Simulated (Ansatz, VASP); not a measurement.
# One calculation of RbBr, two programs

```
Rb Br
1.0
     4.12793    0.00000    0.00000
     0.00000    4.12793    0.00000
     0.00000    0.00000    4.12793
Rb Br
1 1
Direct
  0.00000 0.00000 0.00000
  0.50000 0.50000 0.50000
```

Alike in both runs: task single point; functional PBE; k mesh 6 × 6 × 6; occupations fermi-dirac, width 0.02 eV; no spin polarisation.

```csv
,VASP,Ansatz
version,VASP 6.6.1,Ansatz 0.2.0
potentials or method,"VASP PAW PBE potentials, release 64 (Rb_sv, Br)","plane waves, PAW"
plane-wave cutoff (eV),520,420
valence electrons in the cell,16,16
```

|  | VASP | Ansatz | Ansatz less VASP |
| --- | --- | --- | --- |
| gap on the k mesh at the Fermi level (eV) | 4.08 | 4.08 | +0.002 |
| pressure (GPa) | 0.8 | 0.8 | -0.02 |
